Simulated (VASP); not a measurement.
# SiC (Moissanite) (P6_3mc) in VASP: single point with LDA

Aim: the single point of SiC (Moissanite) with LDA.

All numbers are computed with VASP 6.6.1; they aren't measurements. Logs are shortened: lines on timing, memory, paths and dates and some standing lists are left out, and cuts for length are marked.

### Step 1. The cell of the first run

The structure is hexagonal, space group P6_3mc (No. 186). Conventional cell: a = 3.076 Å, b = 3.076 Å, c = 5.048 Å, α = 90.00°, β = 90.00°, γ = 120.00°. Within 2.5 Å of Si (site symmetry 3m) lie 4 C at 1.87 to 1.94 Å. Within 2.5 Å of C (site symmetry 3m) lie 4 Si at 1.87 to 1.94 Å.

### Step 2. Single point, LDA

INCAR

```
PREC     = Accurate       # precision mode
ENCUT    = 520            # plane-wave cutoff, eV
EDIFF    = 1E-7           # SCF threshold, eV
ISMEAR   = 0              # smearing method
SIGMA    = 0.01           # smearing width, eV
LREAL    = F              # projectors in reciprocal space
LASPH    = T              # aspherical terms in the spheres
NELM     = 60             # most SCF steps
ALGO     = Normal         # electronic algorithm
ISIF     = 2              # what is computed and relaxed
LWAVE    = F              # write WAVECAR
LCHARG   = F              # write CHGCAR
NBANDS   = 16             # bands
```

KPOINTS

```
Automatic mesh
0
Gamma
  12 12 6
```

POSCAR

```
SiC
1.0
    3.0760000000      0.0000000000      0.0000000000
   -1.5380000000      2.6638941420      0.0000000000
    0.0000000000      0.0000000000      5.0480000000
Si C
2 2
Direct
    0.3333330000      0.6666670000      0.0000000000
    0.6666670000      0.3333330000      0.5000000000
    0.3333330000      0.6666670000      0.3850000000
    0.6666670000      0.3333330000      0.8850000000
```

Potentials or basis: VASP PAW LDA potentials, release 64 (Si, C).

Run with:

```
$ cat potpaw_LDA.64/Si/POTCAR potpaw_LDA.64/C/POTCAR > POTCAR
$ mpirun -np 1 vasp_std > vasp.out
```

OUTCAR:

```text
PREC = Accurate
   ENCUT = 520
   EDIFF = 1E-7
   ISMEAR = 0
   LREAL = F
   LASPH = T
   NELM = 60
   ISIF = 2

 ion  position               nearest neighbor table
   1  0.333  0.667  0.000-   4 1.87   4 1.87   4 1.87   3 1.94   2 3.09   2 3.09   2 3.09   2 3.09
                             2 3.09   2 3.09
   2  0.667  0.333  0.500-   3 1.87   3 1.87   3 1.87   4 1.94   1 3.09   1 3.09   1 3.09   1 3.09
                             1 3.09   1 3.09
   3  0.333  0.667  0.385-   2 1.87   2 1.87   2 1.87   1 1.94
   4  0.667  0.333  0.885-   1 1.87   1 1.87   1 1.87   2 1.94

  LATTYP: Found a hexagonal cell.
 ALAT       =     3.0760000000
 C/A-ratio  =     1.6410923277

  Lattice vectors:

 A1 = (   3.0760000000,   0.0000000000,   0.0000000000)
 A2 = (  -1.5380000000,   2.6638941420,   0.0000000000)
 A3 = (   0.0000000000,   0.0000000000,   5.0480000000)

Analysis of symmetry for initial positions (statically):
=====================================================================
 Subroutine PRICEL returns:
 Original cell was already a primitive cell.

 Routine SETGRP: Setting up the symmetry group for a
 hexagonal supercell.

 Subroutine GETGRP returns: Found 12 space group operations
 (whereof  6 operations were pure point group operations)
 out of a pool of 24 trial point group operations.

The static configuration has the point symmetry C_3v.
 The point group associated with its full space group is C_6v.

Analysis of symmetry for dynamics (positions and initial velocities):
=====================================================================
 Subroutine PRICEL returns:
 Original cell was already a primitive cell.

 Routine SETGRP: Setting up the symmetry group for a
 hexagonal supercell.

 Subroutine GETGRP returns: Found 12 space group operations
 (whereof  6 operations were pure point group operations)
 out of a pool of 24 trial point group operations.

The dynamic configuration has the point symmetry C_3v.
 The point group associated with its full space group is C_6v.

 Subroutine INISYM returns: Found 12 space group operations
 (whereof  6 operations are pure point group operations),
 and found     1 'primitive' translations

----------------------------------------------------------------------------------------

                                     Primitive cell

  volume of cell :      41.3640

  direct lattice vectors                    reciprocal lattice vectors
     3.076000000  0.000000000  0.000000000     0.325097529  0.187695146  0.000000000
    -1.538000000  2.663894142  0.000000000     0.000000000  0.375390292  0.000000000
     0.000000000  0.000000000  5.048000000     0.000000000  0.000000000  0.198098257

  length of vectors
     3.076000000  3.076000000  5.048000000     0.375390292  0.375390292  0.198098257

  position of ions in fractional coordinates (direct lattice)
     0.333333000  0.666667000  0.000000000
     0.666667000  0.333333000  0.500000000
     0.333333000  0.666667000  0.385000000
     0.666667000  0.333333000  0.885000000

  ion indices of the primitive-cell ions
   primitive index   ion index
                 1           1
                 2           2
                 3           3
                 4           4

----------------------------------------------------------------------------------------

 KPOINTS: Automatic mesh

Automatic generation of k-mesh.
 Grid dimensions read from file:
 generate k-points for:   12   12    6

 Generating k-lattice:

  Cartesian coordinates                     Fractional coordinates (reciprocal lattice)
     0.027091461  0.015641262  0.000000000     0.083333333  0.000000000  0.000000000
     0.000000000  0.031282524  0.000000000     0.000000000  0.083333333  0.000000000
     0.000000000  0.000000000  0.033016376     0.000000000  0.000000000  0.166666667

  Length of vectors
     0.031282524  0.031282524  0.033016376

  Shift w.r.t. Gamma in fractional coordinates (k-lattice)
     0.000000000  0.000000000  0.000000000

 Subroutine IBZKPT returns following result:
 ===========================================

 Found     76 irreducible k-points:

 Following reciprocal coordinates:
            Coordinates               Weight
  0.000000  0.000000  0.000000      1.000000
  0.083333 -0.000000  0.000000      6.000000
  0.166667 -0.000000  0.000000      6.000000
  0.250000 -0.000000  0.000000      6.000000
  0.333333  0.000000  0.000000      6.000000
  0.416667 -0.000000  0.000000      6.000000
[... 16 lines left out ...]
  0.250000 -0.000000  0.166667     12.000000
  0.333333  0.000000  0.166667     12.000000
 [... further k-points ...]
   k-points           NKPTS =     76   k-points in BZ     NKDIM =     76   number of bands    NBANDS=     16
   number of dos      NEDOS =    301   number of ions     NIONS =      4
   total plane-waves  NPLWV =  23040
   dimension x,y,z NGX =    24 NGY =   24 NGZ =   40
   dimension x,y,z NGXF=    48 NGYF=   48 NGZF=   80
   ions per type =               2   2
   NGX,Y,Z   is equivalent  to a cutoff of  12.97, 12.97, 13.17 a.u.
   NGXF,Y,Z  is equivalent  to a cutoff of  25.94, 25.94, 26.35 a.u.
 SYSTEM =  unknown system
   PREC   = accura    normal or accurate (medium, high low for compatibility)
   ISTART =      0    job   : 0-new  1-cont  2-samecut
   ICHARG =      2    charge: 1-file 2-atom 10-const
   ISPIN  =      1    spin polarized calculation?
   LNONCOLLINEAR =      F non collinear calculations
   LSORBIT =      F    spin-orbit coupling
   LASPH  =      T    aspherical Exc in radial PAW
   ENCUT  =  520.0 eV  38.22 Ry    6.18 a.u.   5.72  5.72  9.39*2*pi/ulx,y,z
   NELM   =     60;   NELMIN=  2; NELMDL= -5     # of ELM steps
   EDIFF  = 0.1E-06   stopping-criterion for ELM
   LREAL  =      F    real-space projection
   EDIFFG = 0.1E-05   stopping-criterion for IOM
   NSW    =      0    number of steps for IOM
   IBRION =     -1    ionic relax: 0-MD 1-quasi-New 2-CG
   NFREE  =      0    steps in history (QN), initial steepest desc. (CG)
   ISIF   =      2    stress and relaxation
   ISYM   =      2    0-nonsym 1-usesym 2-fastsym
   POTIM  = 0.5000    time-step for ionic-motion
   TEBEG  =    0.0;   TEEND  =   0.0 temperature during run
   PSTRESS=    0.0 pullay stress
   NELECT =      16.0000    total number of electrons
   NUPDOWN=      -1.0000    fix difference up-down
   EMIN   =  10.00;   EMAX   =-10.00  energy-range for DOS
   EFERMI =   0.00;   METHOD = LEGACY
   ISMEAR =     0;   SIGMA  =   0.01  broadening in eV -4-tet -1-fermi 0-gaus
   EFERMI_NEDOS =   21; number of points for ismear=-14 and -15
   IALGO  =     38    algorithm
   IMIX   =      4    mixing-type and parameters
     AMIX     =   0.40;   BMIX     =  1.00
     AMIX_MAG =   1.60;   BMIX_MAG =  1.00
  volume/ion in A,a.u.               =      10.34        69.78
  Fermi-wavevector in a.u.,A,eV,Ry     =   1.192817  2.254098 19.358549  1.422813
  Thomas-Fermi vector in A             =   2.328847
   LORBIT       =      0    0 simple, 1 ext, 2 COOP (PROOUT), +10 PAW based schemes
   GGA     = CA    functional components
   LHFCALC =     F    Hartree Fock is set to
   AEXX    =    0.0000 exact exchange contribution
   IVDW    =     0    specifies the selected vdW correction
   LEPSILON=     F    determine dielectric tensor
   LRPA    =     F    only Hartree local field effects (RPA)
 non-spin polarized calculation
 Gauss-broadening in eV      SIGMA  =   0.01
  energy-cutoff  :      520.00
  volume of cell :       41.36
 maximum number of plane-waves:      1132
 NGX is ok and might be reduce to    24
   NGX = 11   NGY = 11   NGZ = 19

 number of electron      16.0000000 magnetization

 Free energy of the ion-electron system (eV)
  ---------------------------------------------------
  ext. energy  EPLUGINS =         0.00000000
  ---------------------------------------------------
  free energy    TOTEN  =       -33.23250383 eV

  energy without entropy =      -33.23250383  energy(sigma->0) =      -33.23250383

 E-fermi :   8.4233     XC(G=0): -11.5495

 val. band max:        8.3587692260   @ k =   0.0000   0.0000   0.0000
 cond. band min:      10.5574352030   @ k =   0.3333   0.3333   0.0000
 fundamental gap:      2.1986659770
 Fermi energy:         8.4232630267

 k-point     1 :       0.0000    0.0000    0.0000
  band No.  band energies     occupation
      1      -7.2728      2.00000
      2      -3.7208      2.00000
      3      -0.3513      2.00000
      4       6.8072      2.00000
      5       6.8073      2.00000
      6       8.0863      2.00000
[... 8 lines left out ...]
     15      16.9572      0.00000
     16      19.5271      0.00000

 k-point     2 :       0.0833   -0.0000    0.0000
  band No.  band energies     occupation
      1      -7.1517      2.00000
      2      -3.6160      2.00000
      3      -0.2387      2.00000
      4       6.1321      2.00000
      5       6.5981      2.00000
      6       7.6440      2.00000
[... 8 lines left out ...]
     15      17.2691      0.00000
     16      18.5924      0.00000

 k-point     3 :       0.1667   -0.0000    0.0000
  band No.  band energies     occupation
      1      -6.7914      2.00000
      2      -3.3098      2.00000
      3       0.0906      2.00000
      4       4.6527      2.00000
      5       6.1244      2.00000
      6       6.5487      2.00000
[... 8 lines left out ...]
     15      17.5991      0.00000
     16      17.9677      0.00000

 k-point     4 :       0.2500   -0.0000    0.0000
  band No.  band energies     occupation
      1      -6.2023      2.00000
      2      -2.8354      2.00000
      3       0.5890      2.00000
      4       3.0256      2.00000
      5       5.1777      2.00000
      6       5.6096      2.00000
[... 8 lines left out ...]
     15      18.0748      0.00000
     16      18.8359      0.00000
[... 324 lines left out ...]
 k-point    22 :       0.1667   -0.0000    0.1667
  band No.  band energies     occupation
      1      -6.6571      2.00000
      2      -3.8266      2.00000
      3       0.8078      2.00000
      4       4.7723      2.00000
      5       6.2130      2.00000
      6       6.2294      2.00000
[... 8 lines left out ...]
     15      17.7989      0.00000
     16      18.3702      0.00000

 k-point    23 :       0.2500   -0.0000    0.1667
  band No.  band energies     occupation
      1      -6.0701      2.00000
      2      -3.3180      2.00000
      3       1.1891      2.00000
      4       3.2302      2.00000
      5       4.8251      2.00000
      6       5.7051      2.00000
[... 8 lines left out ...]
     15      18.7801      0.00000
     16      18.8044      0.00000

 k-point    24 :       0.3333    0.0000    0.1667
  band No.  band energies     occupation
      1      -5.2821      2.00000
      2      -2.7056      2.00000
      3       0.9350      2.00000
      4       2.5930      2.00000
      5       3.3887      2.00000
      6       5.2833      2.00000
[... 8 lines left out ...]
     15      19.3346      0.00000
     16      20.1644      0.00000

 [... further k-points ...]
[... 5 lines left out ...]
  --------------------------------------------------------------------------------------
  -------------------------------------------------------------------------------------
  Total       -0.5584514     -0.5584514     -1.6581636      0.0000000      0.0000000      0.0000000
  in kB      -21.6308363    -21.6308363    -64.2266577      0.0000000      0.0000000      0.0000000
  external PRESSURE =     -35.8294434 kB  Pullay stress =       0.0000000 kB

 VOLUME and BASIS-vectors are now :
 -----------------------------------------------------------------------------
  energy-cutoff  :      520.00
  volume of cell :       41.36
      direct lattice vectors                 reciprocal lattice vectors
     3.076000000  0.000000000  0.000000000     0.325097529  0.187695146  0.000000000
    -1.538000000  2.663894142  0.000000000     0.000000000  0.375390292  0.000000000
     0.000000000  0.000000000  5.048000000     0.000000000  0.000000000  0.198098257

 POSITION                                       TOTAL-FORCE (eV/Angst)
 -----------------------------------------------------------------------------------
     -0.00000      1.77593      0.00000        -0.000000      0.000000      0.734422
      1.53800      0.88796      2.52400        -0.000000      0.000000      0.734422
     -0.00000      1.77593      1.94348        -0.000000     -0.000000     -0.734422
      1.53800      0.88796      4.46748         0.000000      0.000000     -0.734422
 -----------------------------------------------------------------------------------
    total drift:                               -0.000414      0.000239     -0.000182

  FREE ENERGIE OF THE ION-ELECTRON SYSTEM (eV)
  ---------------------------------------------------
  free  energy   TOTEN  =       -33.2325038310 eV

  energy  without entropy=      -33.2325038310  energy(sigma->0) =      -33.23250383
```

Wall time 23 s (1 thread of Intel Xeon Platinum 8488C (Sapphire Rapids), shared host); peak memory 0.16 GiB.

What came out:

```yaml
Free_energy: -33.2325 eV
Pressure: -3.6 GPa
Largest_force: 0.734 eV/Å
Band_gap_on_the_k_mesh: 2.20 eV, indirect (least direct gap 3.98 eV)
```

Forces in eV/Å, atoms in the order of the input:
```
Si   0.000  0.000  0.734
Si   0.000  0.000  0.734
C    0.000  0.000 -0.734
C    0.000  0.000 -0.734
```

A k mesh can miss the band edges.
